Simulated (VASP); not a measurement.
Wanted: the native input for a VASP 6.6.1 run.

| Property | Result |
| --- | --- |
| Task | relaxation of cell and atoms |
| Functional | PBE |
| Potentials or basis | VASP PAW PBE potentials, release 64 (Mg, S) |
| Cutoff | 600 eV |
| k mesh | 4 × 4 × 6 |
| Occupations | gaussian, width 0.1 eV |
| Spin | no spin polarisation |
| Dipole correction | no |
| Further INCAR settings | ALGO = Normal; EDIFF = 1e-07; IBRION = 2; EDIFFG = -0.04; NSW = 90; ISIF = 3 |

The structure of MgS lies in POSCAR:

```
MgS
1.0
    6.5783118100      0.0000000000      0.0000000000
    0.0000000000      6.5783118100      0.0000000000
    0.0000000000      0.0000000000      3.5911843500
Mg S
4 4
Direct
    0.6692432600      0.6692432600      0.5000000000
    0.1692432600      0.8307567400      0.2500000000
    0.3307567400      0.3307567400      0.0000000000
    0.8307567400      0.1692432600      0.7500000000
    0.8307567400      0.8307567400      0.0000000000
    0.3307567400      0.6692432600      0.7500000000
    0.1692432600      0.1692432600      0.5000000000
    0.6692432600      0.3307567400      0.2500000000
```

The cell was generated, and may not be a known phase.

These files were run (other wordings do the same):

INCAR

```
SYSTEM = MgS
PREC = Accurate
ENCUT = 600
EDIFF = 1E-7
ISMEAR = 0
SIGMA = 0.1
LREAL = .False.
LASPH = .True.
NELM = 100
ALGO = Normal
ISIF = 3
LWAVE = .False.
LCHARG = .False.
GGA = PE
IBRION = 2
NSW = 90
EDIFFG = -0.04
```

KPOINTS

```
Automatic mesh
0
Gamma
  4 4 6
  0 0 0
```

Potentials or basis: VASP PAW PBE potentials, release 64 (Mg, S).

Run with:

```console
$ cat potpaw_PBE.64/Mg/POTCAR potpaw_PBE.64/S/POTCAR > POTCAR
$ mpirun -np 1 vasp_std > vasp.out
```

Results of the run:

```
Relaxed volume                        : 22.30 Å³/atom
Relaxed cell                          : a = 6.957 Å, b = 6.957 Å, c = 3.686 Å, α = 90.00°, β = 90.00°, γ = 90.00°
Space group after relaxing (to 0.1 Å) : P4_12_12 (No. 92)
Energy gained by relaxing             : 91.3 meV/atom
Ionic steps                           : 8
Pressure after relaxing               : 0.1 GPa
Largest force after relaxing          : 0.034 eV/Å
Band gap on the k mesh                : 2.86 eV
```

It took 13 min on 1 thread of AMD EPYC 7R13, on a shared host, peak memory 0.31 GiB.
